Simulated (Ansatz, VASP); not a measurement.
One calculation of Cl, two programs

```
CELL_PARAMETERS angstrom
3.07265 -2.19770 0.00000
3.07265 2.19770 0.00000
0.00000 0.00000 8.15370
ATOMIC_POSITIONS crystal
Cl 0.87630 0.12370 0.10250
Cl 0.62370 0.37630 0.60250
Cl 0.12370 0.87630 0.89750
Cl 0.37630 0.62370 0.39750
```

Alike in both runs: task relaxation of cell and atoms; functional PBE; k mesh 5 × 5 × 2; occupations fermi-dirac, width 0.05 eV; no spin polarisation.

|  | VASP | Ansatz |
| --- | --- | --- |
| version | VASP 6.6.1 | Ansatz 0.2.0 |
| potentials or method | VASP PAW PBE potentials, release 64 (Cl), cutoff 600 eV | plane waves (420 eV) with PAW, scalar-relativistic |
| valence electrons in the cell | 28 | 28 |

```csv
,VASP,Ansatz,Ansatz less VASP
relaxed volume (Å³/atom),34.43,35.29,+0.860
relaxed length of the cell vector where the two differ most in proportion (Å),4.362,4.487,+0.1248
```

Noted on VASP's run: the volume moved by over 15 % at a fixed basis, so the end points are rough.
